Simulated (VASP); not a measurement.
# ZnCu (Pm-3m) in VASP: notebook, part 2 of 2

VASP 6.6.1.

### Step 3. Relaxation of cell and atoms, RPBE

Input file INCAR:

```
SYSTEM = ZnCu
PREC = Accurate ; ENCUT = 600
EDIFF = 1E-6 ; ISMEAR = -1
SIGMA = 0.05 ; LREAL = .FALSE.
LASPH = .TRUE. ; NELM = 100
ALGO = Fast ; ISIF = 3
LWAVE = .FALSE. ; LCHARG = .FALSE.
GGA = RP ; IBRION = 2
NSW = 60 ; EDIFFG = -0.01
```

Input file KPOINTS:

```
regular mesh
0
G
  9 9 9
  0 0 0
```

Input file POSCAR:

```
ZnCu
1.0
    2.9450000000      0.0000000000      0.0000000000
    0.0000000000      2.9450000000      0.0000000000
    0.0000000000      0.0000000000      2.9450000000
Zn Cu
1 1
Direct
    0.5000000000      0.5000000000      0.5000000000
    0.0000000000      0.0000000000      0.0000000000
```

Potentials or basis: VASP PAW PBE potentials, release 64 (Zn, Cu).

The run is started by

```
$ cat potpaw_PBE.64/Zn/POTCAR potpaw_PBE.64/Cu/POTCAR > POTCAR
$ mpirun -np 1 vasp_std > vasp.out
```

It took 15 s on 1 thread of Intel Xeon 6975P-C (Granite Rapids), shared host; peak memory 0.14 GiB.

Results (log left out):

* Free energy: -4.1549 eV
* Relaxed volume: 13.60 Å³/atom
* Relaxed cell: a = 3.008 Å, b = 3.008 Å, c = 3.008 Å, α = 90.00°, β = 90.00°, γ = 90.00°
* Space group after relaxing (to 0.1 Å): Pm-3m (No. 221)
* Energy gained by relaxing: 18.3 meV/atom
* Ionic steps: 3
* Pressure after relaxing: 0.0 GPa
* Band gap on the k mesh: zero (an odd number of electrons rules out a gap without spin polarisation)

The path:
```csv
step,energy change (eV),largest force (eV/Å),pressure (GPa),volume (Å³)
1,0.0000,0.0000,7.61,25.54
2,-0.0326,0.0000,-2.31,27.85
3,-0.0367,0.0000,0.03,27.20
```

Final structure:
```
CELL_PARAMETERS angstrom
3.00753 0.00000 0.00000
0.00000 3.00753 0.00000
0.00000 0.00000 3.00753
ATOMIC_POSITIONS crystal
Zn 0.50000 0.50000 0.50000
Cu 0.00000 0.00000 0.00000
```

Levels at points of the mesh, in eV from the Fermi level:
| k point | band 9 | band 10 | band 11 | band 12 | band 13 | band 14 |
| --- | --- | --- | --- | --- | --- | --- |
| (0.00, 0.00, 0.00) | -2.69 | -2.69 | -2.69 | 5.97 | 5.97 | 5.97 |

Caveat: the PAW data sets were made with another functional, which shifts forces and pressure a little. Zero-point motion and thermal expansion aren't in these numbers.

### Step 4. Relaxation of cell and atoms, revPBE

Input file INCAR:

```
ALGO = Normal
EDIFF = 1E-6
EDIFFG = -0.01
ENCUT = 600
GGA = RE
IBRION = 2
ISIF = 3
ISMEAR = -1
LASPH = T
LCHARG = F
LREAL = F
LWAVE = F
NELM = 60
NSW = 60
PREC = Accurate
SIGMA = 0.05
```

Input file KPOINTS:

```
k-points
0
Gamma
  9 9 9
```

POSCAR is that of step 3.

Potentials or basis: VASP PAW PBE potentials, release 64 (Zn, Cu).

The run is started by

```
$ cat potpaw_PBE.64/Zn/POTCAR potpaw_PBE.64/Cu/POTCAR > POTCAR
$ mpirun -np 1 vasp_std > vasp.out
```

OUTCAR:

```text
EDIFF = 1E-6
   EDIFFG = -0.01
   ENCUT = 600
   GGA = RE
   IBRION = 2
   ISIF = 3
   ISMEAR = -1
   LASPH = T
   LREAL = F
   NELM = 60
   NSW = 60
   PREC = Accurate

 ion  position               nearest neighbor table
   1  0.500  0.500  0.500-   2 2.55   2 2.55   2 2.55   2 2.55   2 2.55   2 2.55   2 2.55   2 2.55

   2  0.000  0.000  0.000-   1 2.55   1 2.55   1 2.55   1 2.55   1 2.55   1 2.55   1 2.55   1 2.55

  LATTYP: Found a simple cubic cell.
 ALAT       =     2.9450000000

  Lattice vectors:

 A1 = (   2.9450000000,   0.0000000000,   0.0000000000)
 A2 = (   0.0000000000,   2.9450000000,   0.0000000000)
 A3 = (   0.0000000000,   0.0000000000,   2.9450000000)

Analysis of symmetry for initial positions (statically):
=====================================================================
 Subroutine PRICEL returns:
 Original cell was already a primitive cell.

[... 227 lines left out ...]
     11       2.3820      2.00000
     12      10.9897      0.00000
     13      10.9897      0.00000
     14      10.9897      0.00000
[... 450 lines left out ...]
--------------------------------------- Ionic step        3  -------------------------------------------

 number of electron      23.0000043 magnetization

 Free energy of the ion-electron system (eV)
  ---------------------------------------------------
  ext. energy  EPLUGINS =         0.00000000
  ---------------------------------------------------
  free energy    TOTEN  =        -4.32034202 eV

  energy without entropy =       -4.31558483  energy(sigma->0) =       -4.31796342

 E-fermi :   5.2235     XC(G=0): -12.0049

 val. band max:        5.1878386231   @ k =   0.3333   0.3333   0.0000
 cond. band min:       5.3374946666   @ k =   0.3333   0.2222   0.1111
 fundamental gap:      0.1496560435
 Fermi energy:         5.2235174334

 k-point     1 :       0.0000    0.0000    0.0000
  band No.  band energies     occupation
      1      -4.7691      2.00000
      2      -2.5187      2.00000
      3      -2.5187      2.00000
      4      -1.9046      2.00000
      5      -1.9046      2.00000
      6      -1.9046      2.00000
      7       1.7300      2.00000
      8       1.7300      2.00000
      9       2.5170      2.00000
     10       2.5170      2.00000
     11       2.5170      2.00000
     12      11.2199      0.00000
     13      11.2199      0.00000
     14      11.2199      0.00000
[... 444 lines left out ...]
  FREE ENERGIE OF THE ION-ELECTRON SYSTEM (eV)
  ---------------------------------------------------
  free  energy   TOTEN  =        -4.3203420202 eV

  energy  without entropy=       -4.3155848292  energy(sigma->0) =       -4.31796342

 reached required accuracy - stopping structural energy minimisation
```

OSZICAR:

```text
N       E                     dE             d eps       ncg     rms          rms(c)
DAV:   1     0.117097505103E+03    0.11710E+03   -0.12993E+04  1082   0.286E+03
[... 26 lines left out ...]
DAV:   2    -0.439213908610E+01    0.79204E-01   -0.14040E+00  1057   0.311E+01    0.165E+00
DAV:   3    -0.432722549317E+01    0.64914E-01   -0.36177E-01  1071   0.194E+01    0.732E-01
DAV:   4    -0.432214919907E+01    0.50763E-02   -0.15349E-02  1427   0.308E+00    0.313E-01
DAV:   5    -0.432034205195E+01    0.18071E-02   -0.13009E-03  1735   0.667E-01    0.198E-02
DAV:   6    -0.432034404884E+01   -0.19969E-05   -0.56278E-05  1239   0.970E-02    0.997E-03
DAV:   7    -0.432034177731E+01    0.22715E-05   -0.22490E-06  1120   0.309E-02    0.104E-03
DAV:   8    -0.432034202019E+01   -0.24288E-06   -0.59638E-07   581   0.130E-02
   3 F= -.43203420E+01 E0= -.43179634E+01  d E =-.258704E-01
```

Wall time 13 s (1 thread of Intel Xeon 6975P-C (Granite Rapids), shared host); peak memory 0.15 GiB.

What came out:

```
Free energy                           : -4.3203 eV
Relaxed volume                        : 13.47 Å³/atom
Relaxed cell                          : a = 2.998 Å, b = 2.998 Å, c = 2.998 Å, α = 90.00°, β = 90.00°, γ = 90.00°
Space group after relaxing (to 0.1 Å) : Pm-3m (No. 221)
Energy gained by relaxing             : 12.9 meV/atom
Ionic steps                           : 3
Pressure after relaxing               : 0.0 GPa
Band gap on the k mesh                : zero (an odd number of electrons rules out a gap without spin polarisation)
```

The path:
```csv
step,energy change (eV),largest force (eV/Å),pressure (GPa),volume (Å³)
1,0.0000,0.0000,6.30,25.54
2,-0.0230,0.0000,-1.73,27.44
3,-0.0259,0.0000,0.01,26.94
```

Final structure:
```
Zn Cu
1.0
     2.99773    0.00000    0.00000
     0.00000    2.99773    0.00000
     0.00000    0.00000    2.99773
Zn Cu
1 1
Direct
  0.50000 0.50000 0.50000
  0.00000 0.00000 0.00000
```

Caveat: the PAW data sets were made with another functional, which shifts forces and pressure a little. Zero-point motion and thermal expansion aren't in these numbers.

### Step 5. Relaxation of cell and atoms, BLYP

Input file INCAR:

```
  PREC = Accurate
  ENCUT = 600
  EDIFF = 1E-6
  ISMEAR = -1
  SIGMA = 0.05
  LREAL = F
  LASPH = T
  NELM = 80
  ALGO = Fast
  ISIF = 3
  LWAVE = F
  LCHARG = F
  GGA = B5
  ALDAX = 1.0
  AGGAX = 1.0
  AGGAC = 1.0
  ALDAC = 0.0
  IBRION = 2
  NSW = 60
  EDIFFG = -0.01
```

Input file KPOINTS:

```
regular mesh
0
Gamma
  9 9 9
```

POSCAR is that of step 4.

The run is started by

```
$ cat potpaw_PBE.64/Zn/POTCAR potpaw_PBE.64/Cu/POTCAR > POTCAR
$ mpirun -np 1 vasp_std > vasp.out
```

It took 55 s on 1 thread of Intel Xeon 6975P-C (Granite Rapids), shared host; peak memory 0.15 GiB.

The run converged. Its results:

| Item | Value |
| --- | --- |
| Free energy | -3.4453 eV |
| Relaxed volume | 13.98 Å³/atom |
| Relaxed cell | a = 3.035 Å, b = 3.035 Å, c = 3.035 Å, α = 90.00°, β = 90.00°, γ = 90.00° |
| Space group after relaxing (to 0.1 Å) | Pm-3m (No. 221) |
| Energy gained by relaxing | 36.4 meV/atom |
| Ionic steps | 6 |
| Pressure after relaxing | 0.0 GPa |
| Band gap on the k mesh | zero (an odd number of electrons rules out a gap without spin polarisation) |

Step by step:
| step | energy change (eV) | largest force (eV/Å) | pressure (GPa) | volume (Å³) |
| --- | --- | --- | --- | --- |
| 1 | 0.0000 | 0.0000 | 10.36 | 25.54 |
| 2 | -0.0683 | 0.0000 | -0.66 | 28.72 |
| 3 | -0.0724 | 0.0000 | -0.69 | 28.22 |
| 4 | -0.0728 | 0.0000 | -0.21 | 28.03 |
| 5 | -0.0728 | 0.0000 | 0.64 | 27.95 |
| 6 | -0.0728 | 0.0000 | -0.01 | 27.96 |

Final structure:
```
Zn Cu
1.0
     3.03524    0.00000    0.00000
     0.00000    3.03524    0.00000
     0.00000    0.00000    3.03524
Zn Cu
1 1
Cartesian
  1.5176 1.5176 1.5176
  0.0000 0.0000 3.0352
```

Levels at points of the mesh, in eV from the Fermi level:
```tsv
k point	band 8	band 9	band 10	band 11	band 12	band 13	band 14	band 15
(0.00, 0.00, 0.00)	-3.50	-2.77	-2.77	-2.77	5.79	5.79	5.79	10.43
```

Caveat: the PAW data sets were made with another functional, which shifts forces and pressure a little. BLYP gives volumes clearly too large for solids.

### Step 6. Relaxation of cell and atoms, r2SCAN

POSCAR is that of step 5.

Input file INCAR.step1:

```
SYSTEM = ZnCu
PREC = Accurate ; ENCUT = 600
ISMEAR = -1 ; SIGMA = 0.05
LREAL = .FALSE. ; LASPH = .TRUE.
NELM = 60 ; GGA = PE
ALGO = Normal ; EDIFF = 1E-4
LWAVE = .TRUE. ; LCHARG = .FALSE.
```

Input file INCAR.step2:

```
SYSTEM = ZnCu
PREC = Accurate ; ENCUT = 600
EDIFF = 1E-6 ; ISMEAR = -1
SIGMA = 0.05 ; LREAL = .FALSE.
LASPH = .TRUE. ; NELM = 60
ALGO = Normal ; ISIF = 3
LWAVE = .FALSE. ; LCHARG = .FALSE.
METAGGA = R2SCAN ; LMIXTAU = .TRUE.
IBRION = 2 ; NSW = 60
EDIFFG = -0.01 ; ISTART = 1
```

Input file KPOINTS:

```
Automatic mesh
0
G
  9 9 9
  0 0 0
```

Potentials or basis: VASP PAW PBE potentials, release 64 (Zn, Cu).

The run is started by

```
$ cat potpaw_PBE.64/Zn/POTCAR potpaw_PBE.64/Cu/POTCAR > POTCAR
$ cp INCAR.step1 INCAR
$ mpirun -np 1 vasp_std > vasp.out
$ cp INCAR.step2 INCAR
$ mpirun -np 1 vasp_std > vasp.out
```

Wall time 55 s (1 thread of Intel Xeon 6975P-C (Granite Rapids), shared host); peak memory 0.15 GiB.

The run converged. Its results:

- Free energy: -19.9259 eV
- Relaxed volume: 12.51 Å³/atom
- Relaxed cell: a = 2.925 Å, b = 2.925 Å, c = 2.925 Å, α = 90.00°, β = 90.00°, γ = 90.00°
- Space group after relaxing (to 0.1 Å): Pm-3m (No. 221)
- Energy gained by relaxing: 2.2 meV/atom
- Ionic steps: 4
- Pressure after relaxing: 0.0 GPa
- Band gap on the k mesh: zero (an odd number of electrons rules out a gap without spin polarisation)

Step by step:
| step | energy change (eV) | largest force (eV/Å) | pressure (GPa) | volume (Å³) |
| --- | --- | --- | --- | --- |
| 1 | 0.0000 | 0.0000 | -2.50 | 25.54 |
| 2 | -0.0039 | 0.0000 | 1.03 | 24.81 |
| 3 | -0.0045 | 0.0000 | 0.13 | 25.00 |
| 4 | -0.0045 | 0.0000 | 0.00 | 25.02 |

Final structure:
```
Zn Cu
1.0
     2.92491    0.00000    0.00000
     0.00000    2.92491    0.00000
     0.00000    0.00000    2.92491
Zn Cu
1 1
Direct
  0.50000 0.50000 0.50000
  0.00000 0.00000 0.00000
```

Levels at points of the mesh, in eV from the Fermi level:
| k point | band 8 | band 9 | band 10 | band 11 | band 12 | band 13 | band 14 | band 15 |
| --- | --- | --- | --- | --- | --- | --- | --- | --- |
| (0.00, 0.00, 0.00) | -3.85 | -2.93 | -2.93 | -2.93 | 6.64 | 6.64 | 6.64 | 11.59 |

Caveat: the PAW data sets were made with another functional, which shifts forces and pressure a little.

### Step 7. Overview

```tsv
level	gap on the mesh (eV)	pressure (GPa)	relaxed volume (Å³/atom)
PBEsol	none	0.0	12.39
RPBE	none	0.0	13.60
revPBE	none	0.0	13.47
BLYP	none	0.0	13.98
r2SCAN	none	0.0	12.51
```

Alike in all rows: task relaxation of cell and atoms; potentials or basis VASP PAW PBE potentials, release 64 (Zn, Cu); no spin polarisation; cell relaxed; k mesh 9 × 9 × 9; cutoff (eV) 600; smearing fermi-dirac 0.05 eV.

Caveats: the PAW data sets were made with another functional, which shifts forces and pressure a little.

Total energies depend on the potentials used, so only differences within one code and one set of settings carry meaning.
